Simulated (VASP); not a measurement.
# Nb3Sn (P4_2/mmc) in VASP: relaxation of the atoms with PBEsol

Aim: the relaxation of the atoms of Nb3Sn with PBEsol.

Program: VASP 6.6.1. These are calculated values, not measurements. Logs are shortened: lines on timing, memory, paths and dates and some standing lists are left out, and cuts for length are marked.

**1. The cell of the first run**

The structure is tetragonal, space group P4_2/mmc (No. 131). Conventional cell: a = 5.282 Å, b = 5.282 Å, c = 5.229 Å, α = 90.00°, β = 90.00°, γ = 90.00°. Sn (site symmetry mmm) has 12 Nb at 2.93 to 2.95 Å within 3.9 Å. Within 3.4 Å of Nb (site symmetry -4m2) lie 10 Nb at 2.61 to 3.23 Å and 4 Sn at 2.95 Å. Within 3.5 Å of Nb (site symmetry m2m) lie 10 Nb at 2.64 to 3.23 Å and 4 Sn at 2.93 to 2.95 Å.

**2. Relaxation of the atoms, PBEsol**

Input file INCAR:

```
SYSTEM = Nb3Sn
PREC = Accurate
ENCUT = 520
EDIFF = 1E-6
ISMEAR = -1
SIGMA = 0.05
LREAL = .False.
LASPH = .True.
NELM = 80
ALGO = Fast
ISIF = 2
LWAVE = .False.
LCHARG = .False.
GGA = PS
IBRION = 2
NSW = 60
EDIFFG = -0.01
```

Input file KPOINTS:

```
regular mesh
0
Gamma
  4 4 5
  0 0 0
```

Input file POSCAR:

```
Nb3Sn
1.0
    5.2821000000      0.0000000000      0.0000000000
    0.0000000000      5.2821000000      0.0000000000
    0.0000000000      0.0000000000      5.2292790000
Sn Nb
2 6
Direct
    0.5000000000      0.5000000000      0.5000000000
    0.0000000000      0.0000000000      0.0000000000
    0.0000000000      0.5000000000      0.2500000000
    0.0000000000      0.5000000000      0.7500000000
    0.5000000000      0.2500000000      0.0000000000
    0.7500000000      0.0000000000      0.5000000000
    0.5000000000      0.7500000000      0.0000000000
    0.2500000000      0.0000000000      0.5000000000
```

Potentials or basis: VASP PAW PBE potentials, release 64 (Sn_d, Nb_sv).

Run with:

```sh
> cat potpaw_PBE.64/Sn_d/POTCAR potpaw_PBE.64/Nb_sv/POTCAR > POTCAR
> mpirun -np 1 vasp_std > vasp.out
```

OUTCAR:

```text
SYSTEM = Nb3Sn
   PREC = Accurate
   ENCUT = 520
   EDIFF = 1E-6
   ISMEAR = -1
   LREAL = .False.
   LASPH = .True.
   NELM = 80
   ISIF = 2
   GGA = PS
   IBRION = 2
   NSW = 60
   EDIFFG = -0.01

 ion  position               nearest neighbor table
   1  0.500  0.500  0.500-   5 2.93   7 2.93   5 2.93   7 2.93   3 2.95   4 2.95   3 2.95   4 2.95
                             6 2.95   8 2.95   6 2.95   8 2.95
   2  0.000  0.000  0.000-   6 2.93   8 2.93   6 2.93   8 2.93   3 2.95   4 2.95   3 2.95   4 2.95
                             7 2.95   5 2.95   5 2.95   7 2.95
   3  0.000  0.500  0.250-   4 2.61   4 2.61   1 2.95   2 2.95   2 2.95   1 2.95
   4  0.000  0.500  0.750-   3 2.61   3 2.61   1 2.95   2 2.95   2 2.95   1 2.95
   5  0.500  0.250  0.000-   7 2.64   7 2.64   1 2.93   1 2.93   2 2.95   2 2.95
   6  0.750  0.000  0.500-   8 2.64   8 2.64   2 2.93   2 2.93   1 2.95   1 2.95
   7  0.500  0.750  0.000-   5 2.64   5 2.64   1 2.93   1 2.93   2 2.95   2 2.95
   8  0.250  0.000  0.500-   6 2.64   6 2.64   2 2.93   2 2.93   1 2.95   1 2.95

  LATTYP: Found a simple tetragonal cell.
 ALAT       =     5.2821000000
 C/A-ratio  =     0.9900000000

  Lattice vectors:

 A1 = (   5.2821000000,   0.0000000000,   0.0000000000)
 A2 = (   0.0000000000,   5.2821000000,   0.0000000000)
 A3 = (   0.0000000000,   0.0000000000,   5.2292790000)

Analysis of symmetry for initial positions (statically):
=====================================================================
 Subroutine PRICEL returns:
 Original cell was already a primitive cell.

 Routine SETGRP: Setting up the symmetry group for a
 simple tetragonal supercell.

 Subroutine GETGRP returns: Found 16 space group operations
 (whereof  8 operations were pure point group operations)
 out of a pool of 16 trial point group operations.

The static configuration has the point symmetry D_2h.
 The point group associated with its full space group is D_4h.

Analysis of symmetry for dynamics (positions and initial velocities):
=====================================================================
 Subroutine PRICEL returns:
 Original cell was already a primitive cell.

 Routine SETGRP: Setting up the symmetry group for a
 simple tetragonal supercell.

 Subroutine GETGRP returns: Found 16 space group operations
 (whereof  8 operations were pure point group operations)
 out of a pool of 16 trial point group operations.

The dynamic configuration has the point symmetry D_2h.
 The point group associated with its full space group is D_4h.

 Subroutine INISYM returns: Found 16 space group operations
 (whereof  8 operations are pure point group operations),
 and found     1 'primitive' translations

----------------------------------------------------------------------------------------

                                     Primitive cell

  volume of cell :     145.8999

  direct lattice vectors                    reciprocal lattice vectors
     5.282100000  0.000000000  0.000000000     0.189318642  0.000000000  0.000000000
     0.000000000  5.282100000  0.000000000     0.000000000  0.189318642  0.000000000
     0.000000000  0.000000000  5.229279000     0.000000000  0.000000000  0.191230952

  length of vectors
     5.282100000  5.282100000  5.229279000     0.189318642  0.189318642  0.191230952

  position of ions in fractional coordinates (direct lattice)
     0.500000000  0.500000000  0.500000000
     0.000000000  0.000000000  0.000000000
     0.000000000  0.500000000  0.250000000
     0.000000000  0.500000000  0.750000000
     0.500000000  0.250000000  0.000000000
     0.750000000  0.000000000  0.500000000
     0.500000000  0.750000000  0.000000000
     0.250000000  0.000000000  0.500000000

  ion indices of the primitive-cell ions
   primitive index   ion index
                 1           1
                 2           2
                 3           3
                 4           4
                 5           5
                 6           6
                 7           7
                 8           8

----------------------------------------------------------------------------------------

 KPOINTS: regular mesh

Automatic generation of k-mesh.
 Grid dimensions read from file:
 generate k-points for:    4    4    5

 Generating k-lattice:

  Cartesian coordinates                     Fractional coordinates (reciprocal lattice)
     0.047329661  0.000000000  0.000000000     0.250000000  0.000000000  0.000000000
     0.000000000  0.047329661  0.000000000     0.000000000  0.250000000  0.000000000
     0.000000000  0.000000000  0.038246190     0.000000000  0.000000000  0.200000000

  Length of vectors
     0.047329661  0.047329661  0.038246190

  Shift w.r.t. Gamma in fractional coordinates (k-lattice)
     0.000000000  0.000000000  0.000000000

 Subroutine IBZKPT returns following result:
 ===========================================

 Found     18 irreducible k-points:

 Following reciprocal coordinates:
            Coordinates               Weight
  0.000000  0.000000  0.000000      1.000000
  0.250000  0.000000  0.000000      4.000000
  0.500000  0.000000  0.000000      2.000000
  0.250000  0.250000  0.000000      4.000000
  0.500000  0.250000  0.000000      4.000000
  0.500000  0.500000  0.000000      1.000000
[... 10 lines left out ...]
  0.500000  0.250000  0.400000      8.000000
  0.500000  0.500000  0.400000      2.000000
   k-points           NKPTS =     18   k-points in BZ     NKDIM =     18   number of bands    NBANDS=     63
   number of dos      NEDOS =    301   number of ions     NIONS =      8
   total plane-waves  NPLWV =  64000
   dimension x,y,z NGX =    40 NGY =   40 NGZ =   40
   dimension x,y,z NGXF=    80 NGYF=   80 NGZF=   80
   ions per type =               2   6
   NGX,Y,Z   is equivalent  to a cutoff of  12.59, 12.59, 12.72 a.u.
   NGXF,Y,Z  is equivalent  to a cutoff of  25.18, 25.18, 25.43 a.u.
 SYSTEM =  Nb3Sn
   PREC   = accura    normal or accurate (medium, high low for compatibility)
   ISTART =      0    job   : 0-new  1-cont  2-samecut
   ICHARG =      2    charge: 1-file 2-atom 10-const
   ISPIN  =      1    spin polarized calculation?
   LNONCOLLINEAR =      F non collinear calculations
   LSORBIT =      F    spin-orbit coupling
   LASPH  =      T    aspherical Exc in radial PAW
   ENCUT  =  520.0 eV  38.22 Ry    6.18 a.u.   9.82  9.82  9.72*2*pi/ulx,y,z
   NELM   =     80;   NELMIN=  2; NELMDL= -5     # of ELM steps
   EDIFF  = 0.1E-05   stopping-criterion for ELM
   LREAL  =      F    real-space projection
   EDIFFG = -.1E-01   stopping-criterion for IOM
   NSW    =     60    number of steps for IOM
   IBRION =      2    ionic relax: 0-MD 1-quasi-New 2-CG
   NFREE  =      1    steps in history (QN), initial steepest desc. (CG)
   ISIF   =      2    stress and relaxation
   ISYM   =      2    0-nonsym 1-usesym 2-fastsym
   POTIM  = 0.5000    time-step for ionic-motion
   TEBEG  =    0.0;   TEEND  =   0.0 temperature during run
   PSTRESS=    0.0 pullay stress
   NELECT =     106.0000    total number of electrons
   NUPDOWN=      -1.0000    fix difference up-down
   EMIN   =  10.00;   EMAX   =-10.00  energy-range for DOS
   EFERMI =   0.00;   METHOD = LEGACY
   ISMEAR =    -1;   SIGMA  =   0.05  broadening in eV -4-tet -1-fermi 0-gaus
   EFERMI_NEDOS =   21; number of points for ismear=-14 and -15
   IALGO  =     68    algorithm
   IMIX   =      4    mixing-type and parameters
     AMIX     =   0.40;   BMIX     =  1.00
     AMIX_MAG =   1.60;   BMIX_MAG =  1.00
  volume/ion in A,a.u.               =      18.24       123.07
  Fermi-wavevector in a.u.,A,eV,Ry     =   1.471720  2.781147 29.469659  2.165959
  Thomas-Fermi vector in A             =   2.586821
   LORBIT       =      0    0 simple, 1 ext, 2 COOP (PROOUT), +10 PAW based schemes
   GGA     = PS    functional components
   LHFCALC =     F    Hartree Fock is set to
   AEXX    =    0.0000 exact exchange contribution
   IVDW    =     0    specifies the selected vdW correction
   LEPSILON=     F    determine dielectric tensor
   LRPA    =     F    only Hartree local field effects (RPA)
 conjugate gradient relaxation of ions
 non-spin polarized calculation
 RMM-DIIS sequential band-by-band and
  energy-cutoff  :      520.00
  volume of cell :      145.90
 maximum number of plane-waves:      3948
 NGX is ok and might be reduce to    40
   NGX = 19   NGY = 19   NGZ = 19

--------------------------------------- Ionic step        1  -------------------------------------------

 number of electron     106.0000011 magnetization

 Free energy of the ion-electron system (eV)
  ---------------------------------------------------
  ext. energy  EPLUGINS =         0.00000000
  ---------------------------------------------------
  free energy    TOTEN  =       -75.97004634 eV

  energy without entropy =      -75.85851761  energy(sigma->0) =      -75.91428198

------------------------ aborting loop EDIFF was not reached (unconverged)  ----------------------------

  FORCE on cell =-STRESS in cart. coord.  units (eV):
  Direction    XX          YY          ZZ          XY          YZ          ZX
  --------------------------------------------------------------------------------------
  -------------------------------------------------------------------------------------
  Total       -1.6448367     -1.6448367      0.8739755     -0.0000000      0.0000000      0.0000000
  in kB      -18.0625194    -18.0625194      9.5974259     -0.0000000      0.0000000      0.0000000
  external PRESSURE =      -8.8425377 kB  Pullay stress =       0.0000000 kB
[... 153 lines left out ...]
  energy  without entropy=      -75.8867502790  energy(sigma->0) =      -75.93382050

--------------------------------------- Ionic step        5  -------------------------------------------

 number of electron     106.0000002 magnetization

 Free energy of the ion-electron system (eV)
  ---------------------------------------------------
  ext. energy  EPLUGINS =         0.00000000
  ---------------------------------------------------
  free energy    TOTEN  =       -75.98264990 eV

  energy without entropy =      -75.88430420  energy(sigma->0) =      -75.93347705

 E-fermi :  11.4440     XC(G=0): -12.5490

 val. band max:       11.4426167163   @ k =   0.5000   0.2500   0.4000
 cond. band min:      11.4529107184   @ k =   0.5000   0.0000   0.4000
 fundamental gap:      0.0102940020
 Fermi energy:        11.4439913155

 k-point     1 :       0.0000    0.0000    0.0000
  band No.  band energies     occupation
      1     -43.0131      2.00000
      2     -42.9384      2.00000
      3     -42.9237      2.00000
      4     -42.7112      2.00000
      5     -42.7112      2.00000
      6     -42.6632      2.00000
[... 1177 lines left out ...]
     62      14.0766      0.00000
     63      14.1221      0.00000

------------------------ aborting loop because EDIFF is reached ----------------------------------------

  FORCE on cell =-STRESS in cart. coord.  units (eV):
  Direction    XX          YY          ZZ          XY          YZ          ZX
  --------------------------------------------------------------------------------------
  -------------------------------------------------------------------------------------
  Total       -0.9766124     -0.9766124     -0.4906181      0.0000000      0.0000000      0.0000000
  in kB      -10.7245180    -10.7245180     -5.3876464      0.0000000      0.0000000      0.0000000
  external PRESSURE =      -8.9455608 kB  Pullay stress =       0.0000000 kB

 VOLUME and BASIS-vectors are now :
 -----------------------------------------------------------------------------
  energy-cutoff  :      520.00
  volume of cell :      145.90
      direct lattice vectors                 reciprocal lattice vectors
     5.282100000  0.000000000  0.000000000     0.189318642  0.000000000  0.000000000
     0.000000000  5.282100000  0.000000000     0.000000000  0.189318642  0.000000000
     0.000000000  0.000000000  5.229279000     0.000000000  0.000000000  0.191230952
[... 14 lines left out ...]
  FREE ENERGIE OF THE ION-ELECTRON SYSTEM (eV)
  ---------------------------------------------------
  free  energy   TOTEN  =       -75.9826498995 eV

  energy  without entropy=      -75.8843042038  energy(sigma->0) =      -75.93347705

 reached required accuracy - stopping structural energy minimisation
```

It took 1.7 h on 1 thread of Oxide Virtual Turin-like, shared host; peak memory 0.3 GiB.

What came out:

| Quantity | Value |
| --- | --- |
| Free energy | -75.9826 eV |
| Energy gained by relaxing | 1.6 meV/atom |
| Ionic steps | 5 |
| Pressure after relaxing | -0.9 GPa |
| Largest force after relaxing | 0.010 eV/Å |
| Band gap on the k mesh | zero (bands 53 and 54 overlap by 0.71 eV) |

Forces in eV/Å, atoms in the order of the input:
```
Sn   0.000  0.000  0.000
Sn   0.000  0.000  0.000
Nb   0.000  0.000  0.000
Nb   0.000  0.000  0.000
Nb   0.000 -0.010  0.000
Nb  -0.010  0.000  0.000
Nb   0.000  0.010  0.000
Nb   0.010  0.000  0.000
```

Step by step:
```tsv
step	energy change (eV)	largest force (eV/Å)	pressure (GPa)
1	0.0000	0.1356	-0.88
2	-0.0044	0.1245	-0.89
3	-0.0113	0.0388	-0.90
4	-0.0108	0.0560	-0.87
5	-0.0126	0.0097	-0.89
```

Final structure:
```
CELL_PARAMETERS angstrom
5.28210 0.00000 0.00000
0.00000 5.28210 0.00000
0.00000 0.00000 5.22928
ATOMIC_POSITIONS crystal
Sn 0.50000 0.50000 0.50000
Sn 0.00000 0.00000 0.00000
Nb 0.00000 0.50000 0.25000
Nb 0.00000 0.50000 0.75000
Nb 0.50000 0.24436 0.00000
Nb 0.74436 0.00000 0.50000
Nb 0.50000 0.75564 0.00000
Nb 0.25564 0.00000 0.50000
```

Caveat: the PAW data sets were made with another functional, which shifts forces and pressure a little; spin-orbit coupling is left out, which moves the levels of the heavy elements.
